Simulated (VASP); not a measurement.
CoSn2: single point with PBEsol

CoSn2:

```
CELL_PARAMETERS angstrom
-3.16983 3.16983 2.72727
3.16983 -3.16983 2.72727
3.16983 3.16983 -2.72727
ATOMIC_POSITIONS crystal
Co 0.25000 0.25000 0.00000
Co 0.75000 0.75000 0.00000
Sn 0.66670 0.16670 0.83340
Sn 0.16670 0.33330 0.50000
Sn 0.33330 0.83330 0.16660
Sn 0.83330 0.66670 0.50000
```

```
Program                : VASP 6.6.1
Task                   : single point
Functional             : PBEsol
Potentials or basis    : VASP PAW PBE potentials, release 64 (Co, Sn_d)
Cutoff                 : 520 eV
k mesh                 : 8 × 8 × 8
Occupations            : gaussian, width 0.1 eV
Spin                   : no spin polarisation
Dipole correction      : no
Further INCAR settings : ALGO = Fast; EDIFF = 1e-07; NBANDS = 46
```

The pressure is -3.3 GPa. The largest force is 0.005 eV/Å and the band gap on the k mesh is zero (bands 37 and 38 overlap by 1.54 eV).

Forces in eV/Å, atoms in the order of the input:
```
Co   0.000  0.000  0.000
Co   0.000  0.000  0.000
Sn   0.003  0.003  0.000
Sn  -0.003  0.003  0.000
Sn  -0.003 -0.003  0.000
Sn   0.003 -0.003  0.000
```

Levels at points of the mesh, in eV from the Fermi level:
```csv
k point,band 33,band 34,band 35,band 36,band 37,band 38,band 39,band 40,band 41,band 42
"(0.00, 0.00, 0.00)",-1.86,-1.27,-1.09,-1.03,-0.57,-0.57,0.40,0.44,0.44,0.69
"(0.50, 0.00, 0.00)",-0.98,-0.98,-0.69,-0.69,0.22,0.22,1.87,1.87,3.23,3.23
"(0.50, 0.50, 0.00)",-1.35,-1.08,-1.04,-0.68,-0.56,0.70,0.81,1.31,2.83,3.64
"(0.50, 0.50, 0.50)",-0.83,-0.67,-0.67,0.15,0.26,1.63,2.61,2.70,2.70,2.86
```

It took 3.3 min on 1 thread of AMD EPYC 9R45 (Zen 5) (shared host), peak memory 0.36 GiB.

Caveat: the cell stands under tension; the PAW data sets were made with another functional, which shifts forces and pressure a little; spin-orbit coupling is left out, which moves the levels of the heavy elements; the run has no spin polarisation, though such a crystal can be magnetic. Spin polarisation is off, so any magnetic state and its effect on volume and gap are missing.
